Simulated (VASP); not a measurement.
# B2N3O (P-4m2) in VASP: notebook, part 2 of 3

VASP 6.6.1. The steps go on from the part before.

## (3) Single point, PBE

This run uses another cell than the first one, of 11.86 Å³/atom.

Input file INCAR:

```
PREC = Accurate
ENCUT = 520
EDIFF = 1E-7
ISMEAR = 0
SIGMA = 0.1
LREAL = F
LASPH = T
NELM = 60
ALGO = Normal
ISIF = 2
LWAVE = F
LCHARG = F
GGA = PE
NBANDS = 22
```

Input file KPOINTS:

```
Automatic mesh
0
Gamma
  6 6 4
```

Input file POSCAR:

```
B2N3O
1.0
    2.6306889948      0.0000000000      0.0000000000
    0.0000000000      2.6306889948      0.0000000000
    0.0000000000      0.0000000000     10.2864503973
B N O
2 3 1
Direct
    0.0000000000      0.0000000000      0.3140488919
    0.0000000000      0.0000000000      0.6859511081
    0.0000000000      0.5000000000      0.6804670396
    0.5000000000      0.0000000000      0.3195329604
    0.0000000000      0.0000000000      0.0000000000
    0.5000000000      0.5000000000      0.0000000000
```

Potentials or basis: VASP PAW PBE potentials, release 64 (B, N, O).

The run is started by

```bash
> cat potpaw_PBE.64/B/POTCAR potpaw_PBE.64/N/POTCAR potpaw_PBE.64/O/POTCAR > POTCAR
> mpirun -np 1 vasp_std > vasp.out
```

OUTCAR:

```text
PREC = Accurate
   ENCUT = 520
   EDIFF = 1E-7
   ISMEAR = 0
   LREAL = F
   LASPH = T
   NELM = 60
   ISIF = 2
   GGA = PE

 ion  position               nearest neighbor table
   1  0.000  0.000  0.314-   4 1.32   4 1.32
   2  0.000  0.000  0.686-   3 1.32   3 1.32
   3  0.000  0.500  0.680-   2 1.32   2 1.32
   4  0.500  0.000  0.320-   1 1.32   1 1.32
   5  0.000  0.000  0.000-   6 1.86   6 1.86   6 1.86   6 1.86
   6  0.500  0.500  0.000-   5 1.86   5 1.86   5 1.86   5 1.86

  LATTYP: Found a simple tetragonal cell.
 ALAT       =     2.6306889948
 C/A-ratio  =     3.9101735012

  Lattice vectors:

 A1 = (   2.6306889948,   0.0000000000,   0.0000000000)
 A2 = (   0.0000000000,   2.6306889948,   0.0000000000)
 A3 = (   0.0000000000,   0.0000000000,  10.2864503973)

Analysis of symmetry for initial positions (statically):
=====================================================================
 Subroutine PRICEL returns:
 Original cell was already a primitive cell.

 Routine SETGRP: Setting up the symmetry group for a
 simple tetragonal supercell.

 Subroutine GETGRP returns: Found  8 space group operations
 (whereof  8 operations were pure point group operations)
 out of a pool of 16 trial point group operations.

The static configuration has the point symmetry D_2d.

Analysis of symmetry for dynamics (positions and initial velocities):
=====================================================================
 Subroutine PRICEL returns:
 Original cell was already a primitive cell.

 Routine SETGRP: Setting up the symmetry group for a
 simple tetragonal supercell.

 Subroutine GETGRP returns: Found  8 space group operations
 (whereof  8 operations were pure point group operations)
 out of a pool of 16 trial point group operations.

The dynamic configuration has the point symmetry D_2d.

[... 119 lines left out ...]
   EMIN   =  10.00;   EMAX   =-10.00  energy-range for DOS
   EFERMI =   0.00;   METHOD = LEGACY
   ISMEAR =     0;   SIGMA  =   0.10  broadening in eV -4-tet -1-fermi 0-gaus
   EFERMI_NEDOS =   21; number of points for ismear=-14 and -15
   IALGO  =     38    algorithm
   IMIX   =      4    mixing-type and parameters
     AMIX     =   0.40;   BMIX     =  1.00
     AMIX_MAG =   1.60;   BMIX_MAG =  1.00
  volume/ion in A,a.u.               =      11.86        80.07
  Fermi-wavevector in a.u.,A,eV,Ry     =   1.185026  2.239375 19.106481  1.404287
  Thomas-Fermi vector in A             =   2.321228
   LORBIT       =      0    0 simple, 1 ext, 2 COOP (PROOUT), +10 PAW based schemes
   GGA     = PE    functional components
   LHFCALC =     F    Hartree Fock is set to
   AEXX    =    0.0000 exact exchange contribution
   IVDW    =     0    specifies the selected vdW correction
   LEPSILON=     F    determine dielectric tensor
   LRPA    =     F    only Hartree local field effects (RPA)
 non-spin polarized calculation
 Gauss-broadening in eV      SIGMA  =   0.10
  energy-cutoff  :      520.00
  volume of cell :       71.19
 maximum number of plane-waves:      1964
 NGX is ok and might be reduce to    20
   NGX =  9   NGY =  9   NGZ = 39

 number of electron      26.9999999 magnetization

 Free energy of the ion-electron system (eV)
  ---------------------------------------------------
  ext. energy  EPLUGINS =         0.00000000
  ---------------------------------------------------
  free energy    TOTEN  =       -39.18863860 eV

  energy without entropy =      -39.15860344  energy(sigma->0) =      -39.17362102

 E-fermi :   0.7678     XC(G=0):  -8.9950

 val. band max:        0.7555445531   @ k =   0.3333   0.1667   0.0000
 cond. band min:       0.7807098083   @ k =   0.3333   0.0000   0.5000
 fundamental gap:      0.0251652552
 Fermi energy:         0.7678115191

 k-point     1 :       0.0000    0.0000    0.0000
  band No.  band energies     occupation
      1     -19.9069      2.00000
      2     -16.1561      2.00000
      3     -16.1063      2.00000
      4      -8.4901      2.00000
      5      -7.1881      2.00000
      6      -7.1881      2.00000
[... 589 lines left out ...]
     21       9.7520      0.00000
     22      10.1919      0.00000

 [... further k-points ...]
[... 5 lines left out ...]
  --------------------------------------------------------------------------------------
  -------------------------------------------------------------------------------------
  Total       -0.2756618     -0.2756618      0.0710751      0.0000000      0.0000000     -0.0000000
  in kB       -6.2041536     -6.2041536      1.5996437      0.0000000      0.0000000     -0.0000000
  external PRESSURE =      -3.6028878 kB  Pullay stress =       0.0000000 kB

 VOLUME and BASIS-vectors are now :
 -----------------------------------------------------------------------------
  energy-cutoff  :      520.00
  volume of cell :       71.19
      direct lattice vectors                 reciprocal lattice vectors
     2.630688995  0.000000000  0.000000000     0.380128553  0.000000000  0.000000000
     0.000000000  2.630688995  0.000000000     0.000000000  0.380128553  0.000000000
     0.000000000  0.000000000 10.286450397     0.000000000  0.000000000  0.097215265

 POSITION                                       TOTAL-FORCE (eV/Angst)
 -----------------------------------------------------------------------------------
      0.00000      0.00000      3.23045         0.000000     -0.000000      0.026143
      0.00000      0.00000      7.05600        -0.000000     -0.000000     -0.026143
      0.00000      1.31534      6.99959         0.000000     -0.000000      0.022299
      1.31534      0.00000      3.28686         0.000000      0.000000     -0.022299
      0.00000      0.00000      0.00000        -0.000000     -0.000000      0.000000
      1.31534      1.31534      0.00000         0.000000      0.000000      0.000000
 -----------------------------------------------------------------------------------
    total drift:                                0.000000      0.000000     -0.000000

  FREE ENERGIE OF THE ION-ELECTRON SYSTEM (eV)
  ---------------------------------------------------
  free  energy   TOTEN  =       -39.1886385991 eV

  energy  without entropy=      -39.1586034448  energy(sigma->0) =      -39.17362102
```

stdout:

```text
POSCAR found type information on POSCAR B N O
 POSCAR found :  3 types and       6 ions
 scaLAPACK will be used
 LDA part: xc-table for (Slater+PW92), standard interpolation
 POSCAR, INCAR and KPOINTS ok, starting setup
 FFT: planning ... GRIDC
 FFT: planning ... GRID_SOFT
 FFT: planning ... GRID
 WAVECAR not read
 entering main loop
```

Wall time 35 s (1 thread of Intel Xeon Platinum 8488C (Sapphire Rapids), shared host); peak memory 0.19 GiB.

What came out:

```
Free energy            : -39.1886 eV
Pressure               : -0.4 GPa
Largest force          : 0.026 eV/Å
Band gap on the k mesh : zero (an odd number of electrons rules out a gap without spin polarisation)
```

Forces in eV/Å, atoms in the order of the input:
```
B    0.000  0.000  0.026
B    0.000  0.000 -0.026
N    0.000  0.000  0.022
N    0.000  0.000 -0.022
N    0.000  0.000  0.000
O    0.000  0.000  0.000
```

Stress tensor (GPa, compression positive):
```
-0.62  0.00  0.00
 0.00 -0.62  0.00
 0.00  0.00  0.16
```

Caveat: the k points lie up to 0.40 Å⁻¹ apart, too coarse for converged energies and pressures of a metal; this functional lacks dispersion, which binds the layers, so the pressure and a relaxed spacing across them are unreliable; an odd number of electrons without spin polarisation forces a metal; a magnetic or distorted state may lie lower.

## (4) Relaxation of cell and atoms, PBE

Input file INCAR:

```
SYSTEM = B2N3O
  PREC = Accurate
  ENCUT = 600
  EDIFF = 1E-6
  ISMEAR = 0
  SIGMA = 0.1
  LREAL = .FALSE.
  LASPH = .TRUE.
  NELM = 100
  ALGO = Normal
  ISIF = 3
  LWAVE = .FALSE.
  LCHARG = .FALSE.
  GGA = PE
  IBRION = 2
  NSW = 90
  EDIFFG = -0.04
```

Input file KPOINTS:

```
Automatic mesh
0
G
  6 6 4
  0 0 0
```

Input file POSCAR:

```
B2N3O
1.0
    3.1297004300      0.0000000000      0.0000000000
    0.0000000000      3.1297004300      0.0000000000
    0.0000000000      0.0000000000      5.7427081800
B N O
2 3 1
Direct
    0.0000000000      0.0000000000      0.3600756000
    0.0000000000      0.0000000000      0.6399244000
    0.0000000000      0.5000000000      0.8080149400
    0.5000000000      0.0000000000      0.1919850600
    0.0000000000      0.0000000000      0.0000000000
    0.5000000000      0.5000000000      0.0000000000
```

Potentials or basis: VASP PAW PBE potentials, release 64 (B, N, O).

The run is started by

```bash
> cat potpaw_PBE.64/B/POTCAR potpaw_PBE.64/N/POTCAR potpaw_PBE.64/O/POTCAR > POTCAR
> mpirun -np 1 vasp_std > vasp.out
```

OUTCAR:

```text
SYSTEM = B2N3O
   PREC = Accurate
   ENCUT = 600
   EDIFF = 1E-6
   ISMEAR = 0
   LREAL = .FALSE.
   LASPH = .TRUE.
   NELM = 100
   ISIF = 3
   GGA = PE
   IBRION = 2
   NSW = 90
   EDIFFG = -0.04

 ion  position               nearest neighbor table
   1  0.000  0.000  0.360-   2 1.61   4 1.84   4 1.84
   2  0.000  0.000  0.640-   1 1.61   3 1.84   3 1.84
   3  0.000  0.500  0.808-   2 1.84   2 1.84
   4  0.500  0.000  0.192-   1 1.84   1 1.84
   5  0.000  0.000  0.000-
   6  0.500  0.500  0.000-

  LATTYP: Found a simple tetragonal cell.
 ALAT       =     3.1297004300
 C/A-ratio  =     1.8349066655

  Lattice vectors:

 A1 = (   3.1297004300,   0.0000000000,   0.0000000000)
 A2 = (   0.0000000000,   3.1297004300,   0.0000000000)
[... 789 lines left out ...]
  free  energy   TOTEN  =       -34.4496344111 eV

  energy  without entropy=      -34.4189848343  energy(sigma->0) =      -34.43430962

[... ionic steps 4 to 44 ...]

--------------------------------------- Ionic step       45  -------------------------------------------

 number of electron      27.0000010 magnetization

------------------------ aborting loop because EDIFF is reached ----------------------------------------
[... 75 lines left out ...]
--------------------------------------- Ionic step       47  -------------------------------------------

 number of electron      27.0000008 magnetization

 Free energy of the ion-electron system (eV)
  ---------------------------------------------------
  ext. energy  EPLUGINS =         0.00000000
  ---------------------------------------------------
  free energy    TOTEN  =       -38.81533611 eV

  energy without entropy =      -38.81050080  energy(sigma->0) =      -38.81291846

 E-fermi :   2.9683     XC(G=0): -10.9586

 val. band max:        2.9531344330   @ k =   0.5000   0.0000   0.0000
 cond. band min:       3.1867119502   @ k =   0.5000   0.0000   0.5000
 fundamental gap:      0.2335775172
 Fermi energy:         2.9683073297

 k-point     1 :       0.0000    0.0000    0.0000
  band No.  band energies     occupation
      1     -18.1795      2.00000
      2     -13.6836      2.00000
      3     -13.4384      2.00000
      4      -6.5689      2.00000
      5      -3.9569      2.00000
      6      -3.5454      2.00000
[... 504 lines left out ...]
  FREE ENERGIE OF THE ION-ELECTRON SYSTEM (eV)
  ---------------------------------------------------
  free  energy   TOTEN  =       -38.8153361100 eV

  energy  without entropy=      -38.8105008014  energy(sigma->0) =      -38.81291846

 reached required accuracy - stopping structural energy minimisation
```

CONTCAR:

```text
B2N3O
   1.00000000000000
     2.6104676422743549    0.0000000000000000   -0.0000000000000000
    -0.0000000000000000    2.6104676422743549    0.0000000000000000
    -0.0000000000000000   -0.0000000000000000    7.5666191064655708
  B               N               O
     2     3     1
Direct
     0.0000000000000000    0.0000000000000000    0.2860829988191476
     0.0000000000000000    0.0000000000000000    0.7139170011808526
     0.0000000000000000    0.5000000000000000    0.6680752383756304
     0.5000000000000000    0.0000000000000000    0.3319247616243699
     0.0000000000000000    0.0000000000000000    0.0000000000000000
     0.5000000000000000    0.5000000000000000    0.0000000000000000

  0.00000000E+00  0.00000000E+00  0.00000000E+00
  0.00000000E+00  0.00000000E+00  0.00000000E+00
  0.00000000E+00  0.00000000E+00  0.00000000E+00
  0.00000000E+00  0.00000000E+00  0.00000000E+00
  0.00000000E+00  0.00000000E+00  0.00000000E+00
  0.00000000E+00  0.00000000E+00  0.00000000E+00
```

Wall time 13 min (1 thread of Intel Xeon Platinum 8488C (Sapphire Rapids), shared host); peak memory 0.21 GiB.

What came out:

```yaml
Free_energy: -38.8153 eV
Relaxed_volume: 8.59 Å³/atom
Relaxed_cell: a = 2.610 Å, b = 2.610 Å, c = 7.567 Å, α = 90.00°, β = 90.00°, γ = 90.00°
Space_group_after_relaxing_to_0.1_Å: P-4m2 (No. 115)
Energy_gained_by_relaxing: 1911.6 meV/atom
Ionic_steps: 47
Pressure_after_relaxing: -0.1 GPa
Largest_force_after_relaxing: 0.037 eV/Å
Band_gap_on_the_k_mesh: zero (an odd number of electrons rules out a gap without spin polarisation)
```

Forces on the atoms (eV/Å):
```
B    0.000  0.000  0.022
B    0.000  0.000 -0.022
N    0.000  0.000  0.037
N    0.000  0.000 -0.037
N    0.000  0.000  0.000
O    0.000  0.000  0.000
```

Step by step:
| step | energy change (eV) | largest force (eV/Å) | pressure (GPa) | volume (Å³) |
| --- | --- | --- | --- | --- |
| 1 | 0.0000 | 3.8583 | -2.07 | 56.25 |
| 3 | -7.1041 | 2.3950 | -6.76 | 52.07 |
| 5 | -8.1275 | 6.0888 | -4.02 | 49.67 |
| 7 | -9.6395 | 1.8512 | -20.43 | 47.52 |
| 9 | -10.1868 | 1.2393 | 6.48 | 41.93 |
| 11 | -10.5791 | 1.0840 | 11.09 | 42.45 |
| 13 | -10.5865 | 1.3904 | 14.88 | 42.59 |
| 15 | -10.8178 | 1.5150 | 10.47 | 44.21 |
| 17 | -10.9561 | 2.0393 | 7.19 | 47.69 |
| 19 | -11.2945 | 0.3787 | -5.45 | 49.62 |
| 21 | -11.3511 | 0.1585 | -3.70 | 49.13 |
| 23 | -11.3654 | 0.2709 | -0.62 | 48.47 |
| 25 | -11.3698 | 0.0192 | 1.25 | 48.34 |
| 27 | -11.3799 | 0.0496 | 0.33 | 49.09 |
| 29 | -11.3904 | 0.3962 | -3.01 | 52.51 |
| 31 | -11.3967 | 0.2897 | -1.81 | 51.37 |
| 33 | -11.4070 | 0.3217 | -1.63 | 51.97 |
| 35 | -11.4118 | 0.3716 | -1.40 | 52.60 |
| 37 | -11.4232 | 0.2816 | -0.21 | 52.14 |
| 39 | -11.4284 | 0.1775 | 1.32 | 51.55 |
| 41 | -11.4352 | 0.3236 | -1.08 | 51.86 |
| 43 | -11.4453 | 0.2848 | -0.82 | 51.78 |
| 45 | -11.4692 | 0.0519 | 0.39 | 51.40 |
| 47 | -11.4698 | 0.0372 | -0.12 | 51.56 |

Final structure:
```cif
data_structure
_symmetry_space_group_name_H-M 'P 1'
_symmetry_Int_Tables_number 1
_cell_length_a 2.6105
_cell_length_b 2.6105
_cell_length_c 7.5666
_cell_angle_alpha 90.000
_cell_angle_beta 90.000
_cell_angle_gamma 90.000
_cell_volume 51.56
loop_
_atom_site_label
_atom_site_type_symbol
_atom_site_fract_x
_atom_site_fract_y
_atom_site_fract_z
_atom_site_occupancy
B1 B 0.00000 0.00000 0.28608 1
B2 B 0.00000 0.00000 0.71392 1
N1 N 0.00000 0.50000 0.66808 1
N2 N 0.50000 0.00000 0.33192 1
N3 N 0.00000 0.00000 0.00000 1
O1 O 0.50000 0.50000 0.00000 1
```

Caveat: a cell axis changed by over 15 % at a fixed basis, so the end point is rough; an odd number of electrons without spin polarisation forces a metal; a magnetic or distorted state may lie lower.

## (5) Single point, PBE, collinear spin, ferromagnetic start

This run uses another cell than the first one, of 11.86 Å³/atom.

Input file INCAR:

```
PREC     = Accurate       # precision mode
ENCUT    = 520            # plane-wave cutoff, eV
EDIFF    = 1E-6           # SCF threshold, eV
ISMEAR   = 0              # smearing method
SIGMA    = 0.1            # smearing width, eV
LREAL    = False          # projectors in reciprocal space
LASPH    = True           # aspherical terms in the spheres
NELM     = 150            # most SCF steps
ALGO     = Normal         # electronic algorithm
ISIF     = 2              # what is computed and relaxed
LWAVE    = False          # write WAVECAR
LCHARG   = True           # write CHGCAR
ISPIN    = 2              # spin polarisation
MAGMOM   = 0 0 1 1 1 1    # initial moments
LORBIT   = 11             # projections on sites
GGA      = PE             # functional
LELF     = True           # ELF
LVHAR    = True         
NBANDS   = 26             # bands
```

Input file KPOINTS:

```
Automatic mesh
0
Gamma
  6 6 2
```

Input file POSCAR:

```
B2N3O
1.0
    2.6306889948      0.0000000000      0.0000000000
    0.0000000000      2.6306889948      0.0000000000
    0.0000000000      0.0000000000     10.2864503973
B N O
2 3 1
Direct
    0.0000000000      0.0000000000      0.3140488919
    0.0000000000      0.0000000000      0.6859511081
    0.0000000000      0.5000000000      0.6804670396
    0.5000000000      0.0000000000      0.3195329604
    0.0000000000      0.0000000000      0.0000000000
    0.5000000000      0.5000000000      0.0000000000
```

The run is started by

```bash
> cat potpaw_PBE.64/B/POTCAR potpaw_PBE.64/N/POTCAR potpaw_PBE.64/O/POTCAR > POTCAR
> mpirun -np 1 vasp_std > vasp.out
```

Run time: 78 s. Hardware: 1 thread of Intel Xeon Platinum 8488C (Sapphire Rapids), shared host; peak memory 0.22 GiB.

Results (log left out):

```yaml
Free_energy: -39.2535 eV
Pressure: 0.6 GPa
Largest_force: 0.095 eV/Å
Net_moment: 0.62 μB per cell
Site_moments: B -0.00; N +0.00, +0.44 (each value once); O +0.02 μB
Valence_electrons_inside_the_program's_atomic_spheres: B 2.23; N 4.00, 3.26 (each value once); O 4.71
```

Forces in eV/Å, atoms in the order of the input:
```
B    0.000  0.000  0.095
B    0.000  0.000 -0.095
N    0.000  0.000  0.066
N    0.000  0.000 -0.066
N    0.000  0.000  0.000
O    0.000  0.000  0.000
```

Stress tensor (GPa, compression positive):
```
0.70 0.00 0.00
0.00 0.70 0.00
0.00 0.00 0.52
```

Levels at points of the mesh, in eV from the Fermi level:
Spin up:
```csv
k point,band 12,band 13,band 14,band 15,band 16,band 17
"(0.00, 0.00, 0.00)",-1.71,-1.71,0.91,3.93,4.11,4.11
"(0.50, 0.00, 0.00)",-1.53,-0.43,-0.21,-0.20,0.84,2.03
"(0.50, 0.50, 0.00)",-1.29,-0.75,-0.75,0.03,0.03,3.44
"(0.00, 0.00, 0.50)",-1.71,-1.71,0.91,4.11,4.11,4.23
"(0.50, 0.00, 0.50)",-1.52,-0.43,-0.21,-0.20,0.84,2.01
"(0.50, 0.50, 0.50)",-1.29,-0.75,-0.75,0.03,0.03,3.52
```
Spin down:
```csv
k point,band 10,band 11,band 12,band 13,band 14,band 15,band 16,band 17
"(0.00, 0.00, 0.00)",-4.72,-4.13,-1.71,-1.71,1.92,3.94,4.56,4.56
"(0.50, 0.00, 0.00)",-2.13,-1.50,-0.79,0.00,0.27,0.41,0.84,2.08
"(0.50, 0.50, 0.00)",-2.87,-1.84,-0.74,-0.74,0.02,0.02,0.12,3.43
"(0.00, 0.00, 0.50)",-4.72,-4.42,-1.71,-1.71,1.90,4.27,4.56,4.56
"(0.50, 0.00, 0.50)",-2.13,-1.50,-0.77,0.00,0.27,0.41,0.84,2.04
"(0.50, 0.50, 0.50)",-2.86,-1.84,-0.74,-0.74,0.02,0.02,0.12,3.55
```

Caveat: the k points lie up to 0.40 Å⁻¹ apart; this functional lacks dispersion, which binds the layers, so the pressure and a relaxed spacing across them are unreliable.

(Part 2 of 3 ends here.)
